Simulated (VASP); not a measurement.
# SnO in VASP: single point with PBE+D3(BJ)

Aim: the single point of SnO with PBE+D3(BJ).

Program: VASP 6.6.1. These are calculated values, not measurements. Logs are shortened: lines on timing, memory, paths and dates and some standing lists are left out, and cuts for length are marked.

### 1 The cell of the first run

The cell holds a slab with vacuum, 8 atoms: a = 3.820 Å, b = 3.820 Å, c = 22.226 Å, α = 90.00°, β = 90.00°, γ = 90.00°.

### 2 Single point, PBE+D3(BJ) (layers slid over each other)

INCAR

```
PREC = Accurate
ENCUT = 520
EDIFF = 1E-7
ISMEAR = 0
SIGMA = 0.05
LREAL = False
LASPH = True
NELM = 80
ALGO = Normal
ISIF = 2
LWAVE = False
LCHARG = False
LDIPOL = True
IDIPOL = 3
DIPOL = 0.5 0.5 0.399
GGA = PE
IVDW = 12
NBANDS = 50
```

KPOINTS

```
Automatic mesh
0
Gamma
  7 7 1
```

POSCAR

```
SnO
1.0
    3.8201711355      0.0000000000      0.0000000000
    0.0000000000      3.8201711355      0.0000000000
    0.0000000000      0.0000000000     22.2260714393
Sn O
4 4
Direct
    0.5000000000      0.0000000000      0.2024649301
    0.0000000000      0.5000000000      0.3087831216
    0.0000000000      1.0000000000      0.4887519483
    0.5000000000      0.5000000000      0.5950701398
    0.0000000000      0.0000000000      0.2556240258
    0.5000000000      0.5000000000      0.2556240258
    0.5000000000      1.0000000000      0.5419110441
    0.0000000000      0.5000000000      0.5419110441
```

Potentials or basis: VASP PAW PBE potentials, release 64 (Sn_d, O).

Started as:

```bash
> cat potpaw_PBE.64/Sn_d/POTCAR potpaw_PBE.64/O/POTCAR > POTCAR
> mpirun -np 1 vasp_std > vasp.out
```

OUTCAR:

```text
PREC = Accurate
   ENCUT = 520
   EDIFF = 1E-7
   ISMEAR = 0
   LREAL = False
   LASPH = True
   NELM = 80
   ISIF = 2
   GGA = PE
   IVDW = 12
 IVDW          = 12

 ion  position               nearest neighbor table
   1  0.500  0.000  0.202-   5 2.25   6 2.25   6 2.25   5 2.25   2 3.59   2 3.59   2 3.59   2 3.59

   2  0.000  0.500  0.309-   5 2.25   6 2.25   5 2.25   6 2.25   1 3.59   1 3.59   1 3.59   1 3.59

   3  0.000  0.000  0.489-   7 2.25   8 2.25   8 2.25   7 2.25   4 3.59   4 3.59   4 3.59   4 3.59

   4  0.500  0.500  0.595-   7 2.25   8 2.25   7 2.25   8 2.25   3 3.59   3 3.59   3 3.59   3 3.59

   5  0.000  0.000  0.256-   1 2.25   1 2.25   2 2.25   2 2.25
   6  0.500  0.500  0.256-   1 2.25   1 2.25   2 2.25   2 2.25
   7  0.500  0.000  0.542-   4 2.25   4 2.25   3 2.25   3 2.25
   8  0.000  0.500  0.542-   4 2.25   4 2.25   3 2.25   3 2.25

  LATTYP: Found a simple tetragonal cell.
 ALAT       =     3.8201711355
 C/A-ratio  =     5.8180826594

  Lattice vectors:

 A1 = (   3.8201711355,   0.0000000000,   0.0000000000)
 A2 = (   0.0000000000,   3.8201711355,   0.0000000000)
 A3 = (   0.0000000000,   0.0000000000,  22.2260714393)

Analysis of symmetry for initial positions (statically):
=====================================================================
 Subroutine PRICEL returns:
 Original cell was already a primitive cell.

 Routine SETGRP: Setting up the symmetry group for a
 simple tetragonal supercell.

 Subroutine GETGRP returns: Found  8 space group operations
 (whereof  4 operations were pure point group operations)
 out of a pool of 16 trial point group operations.

The static configuration has the point symmetry C_2v.
 The point group associated with its full space group is D_2h.

Analysis of symmetry for dynamics (positions and initial velocities):
=====================================================================
 Subroutine PRICEL returns:
 Original cell was already a primitive cell.

 Routine SETGRP: Setting up the symmetry group for a
 simple tetragonal supercell.

 Subroutine GETGRP returns: Found  8 space group operations
 (whereof  4 operations were pure point group operations)
 out of a pool of 16 trial point group operations.

The dynamic configuration has the point symmetry C_2v.
 The point group associated with its full space group is D_2h.

 Subroutine INISYM returns: Found  8 space group operations
 (whereof  4 operations are pure point group operations),
 and found     1 'primitive' translations

----------------------------------------------------------------------------------------

                                     Primitive cell

  volume of cell :     324.3608

[... 107 lines left out ...]
   EFERMI_NEDOS =   21; number of points for ismear=-14 and -15
   IALGO  =     38    algorithm
   IMIX   =      4    mixing-type and parameters
     AMIX     =   0.40;   BMIX     =  1.00
     AMIX_MAG =   1.60;   BMIX_MAG =  1.00
  volume/ion in A,a.u.               =      40.55       273.61
  Fermi-wavevector in a.u.,A,eV,Ry     =   1.026665  1.940115 14.341096  1.054041
  Thomas-Fermi vector in A             =   2.160570
   LORBIT       =      0    0 simple, 1 ext, 2 COOP (PROOUT), +10 PAW based schemes
   GGA     = PE    functional components
   LHFCALC =     F    Hartree Fock is set to
   AEXX    =    0.0000 exact exchange contribution
   IVDW    =    12    specifies the selected vdW correction
   LEPSILON=     F    determine dielectric tensor
   LRPA    =     F    only Hartree local field effects (RPA)
 non-spin polarized calculation
 Gauss-broadening in eV      SIGMA  =   0.05
  energy-cutoff  :      520.00
  volume of cell :      324.36
 maximum number of plane-waves:      8769
   NGX = 15   NGY = 15   NGZ = 83

 dipolmoment           0.000000      0.000000     -0.000001 electrons x Angstroem

 number of electron      79.9999971 magnetization

 dipolmoment           0.000000      0.000000      0.000000 electrons x Angstroem

 Free energy of the ion-electron system (eV)
  ---------------------------------------------------
  ext. energy  EPLUGINS =         0.00000000
  ---------------------------------------------------
  free energy    TOTEN  =       -45.16913913 eV

  energy without entropy =      -45.16913913  energy(sigma->0) =      -45.16913913

 E-fermi :   0.0737     XC(G=0):  -5.2955

 val. band max:       -0.1487722156   @ k =   0.1429   0.0000   0.0000
 cond. band min:       2.1719934076   @ k =   0.4286   0.0000   0.0000
 fundamental gap:      2.3207656232
 Fermi energy:         0.0737432732

 k-point     1 :       0.0000    0.0000    0.0000
  band No.  band energies     occupation
      1     -21.0539      2.00000
      2     -21.0539      2.00000
      3     -20.6934      2.00000
      4     -20.6934      2.00000
      5     -20.6562      2.00000
      6     -20.6558      2.00000
[... 837 lines left out ...]
     49       6.3697      0.00000
     50       6.3851      0.00000

------------------------ aborting loop because EDIFF is reached ----------------------------------------

 vacuum level on the upper side and lower side of the slab       (xc-potential included)        -0.138        -0.138

 Edisp (eV)   -1.25535

 E8    (eV) :    -0.5552

  FORCE on cell =-STRESS in cart. coord.  units (eV):
  Direction    XX          YY          ZZ          XY          YZ          ZX
  --------------------------------------------------------------------------------------
  -------------------------------------------------------------------------------------
  Total       0.18736     0.31284    -0.07834     0.00000     0.00000     0.00000
  in kB       0.92547     1.54525    -0.38695     0.00000     0.00000     0.00000
  external pressure =        0.69 kB  Pullay stress =        0.00 kB

 VOLUME and BASIS-vectors are now :
 -----------------------------------------------------------------------------
  energy-cutoff  :      520.00
  volume of cell :      324.36
      direct lattice vectors                 reciprocal lattice vectors
     3.820171135  0.000000000  0.000000000     0.261768378  0.000000000  0.000000000
     0.000000000  3.820171135  0.000000000     0.000000000  0.261768378  0.000000000
     0.000000000  0.000000000 22.226071439     0.000000000  0.000000000  0.044992207

 POSITION                                       TOTAL-FORCE (eV/Angst)
 -----------------------------------------------------------------------------------
      1.91009      0.00000      4.50000         0.000000      0.000000     -0.078822
      0.00000      1.91009      6.86304         0.000000      0.000000      0.122941
      0.00000      0.00000     10.86304         0.000000      0.000000     -0.122941
      1.91009      1.91009     13.22607         0.000000      0.000000      0.078822
      0.00000      0.00000      5.68152         0.000000      0.000000      0.008485
      1.91009      1.91009      5.68152         0.000000      0.000000      0.010260
      1.91009      0.00000     12.04455         0.000000      0.000000     -0.010260
      0.00000      1.91009     12.04455         0.000000      0.000000     -0.008485
 -----------------------------------------------------------------------------------
    total drift:                                0.000000      0.000000      0.000002

  FREE ENERGIE OF THE ION-ELECTRON SYSTEM (eV)
  ---------------------------------------------------
  free  energy   TOTEN  =       -46.4244915665 eV

  energy  without entropy=      -46.4244915665  energy(sigma->0) =      -46.42449157

 vacuum level on the upper side and lower side of the slab         4.807         4.807
```

OSZICAR:

```text
N       E                     dE             d eps       ncg     rms          rms(c)
DAV:   1     0.944688526714E+03    0.94469E+03   -0.38086E+04  1704   0.181E+03
DAV:   2     0.136810069461E+03   -0.80788E+03   -0.77978E+03  1768   0.502E+02
DAV:   3    -0.390412678358E+02   -0.17585E+03   -0.16967E+03  1952   0.220E+02
[... 15 lines left out ...]
DAV:  19    -0.451691203282E+02   -0.36139E-04   -0.31315E-06  2004   0.149E-02    0.241E-03
DAV:  20    -0.451691337180E+02   -0.13390E-04   -0.54579E-07  1616   0.652E-03    0.168E-03
DAV:  21    -0.451691382200E+02   -0.45020E-05   -0.19662E-07  1194   0.257E-03    0.960E-04
DAV:  22    -0.451691391037E+02   -0.88376E-06   -0.18900E-07  1386   0.286E-03    0.381E-04
DAV:  23    -0.451691391337E+02   -0.29991E-07   -0.29743E-08  1176   0.124E-03
   1 F= -.46424492E+02 E0= -.46424492E+02  d E =-.666674E-11
```

stdout:

```text
POSCAR found type information on POSCAR SnO
 POSCAR found :  2 types and       8 ions
 scaLAPACK will be used
 LDA part: xc-table for (Slater+PW92), standard interpolation
 POSCAR, INCAR and KPOINTS ok, starting setup
 FFT: planning ... GRIDC
 FFT: planning ... GRID_SOFT
 FFT: planning ... GRID
 WAVECAR not read
 entering main loop
```

It took 4.8 min on 1 thread of Intel Xeon Platinum 8488C (Sapphire Rapids), shared host; peak memory 0.44 GiB.

Results:

| Item | Value |
| --- | --- |
| Free energy | -46.4245 eV |
| Largest force | 0.123 eV/Å |
| Band gap on the k mesh | 2.32 eV (least direct gap 2.53 eV) |
| Dispersion energy per atom | -0.157 eV |

Forces in eV/Å, atoms in the order of the input:
```
Sn   0.000  0.000 -0.079
Sn   0.000  0.000  0.123
Sn   0.000  0.000 -0.123
Sn   0.000  0.000  0.079
O    0.000  0.000  0.008
O    0.000  0.000  0.010
O    0.000  0.000 -0.010
O    0.000  0.000 -0.008
```

Levels at points of the mesh, in eV from the valence-band top:
```csv
k point,band 37,band 38,band 39,band 40,band 41,band 42,band 43,band 44
"(0.00, 0.00, 0.00)",-2.00,-2.00,-0.69,-0.03,2.49,2.81,2.82,3.87
```

Caveat: the cell differs from its parent crystal (layers slid over each other); spin-orbit coupling is left out, which moves the levels of the heavy elements.
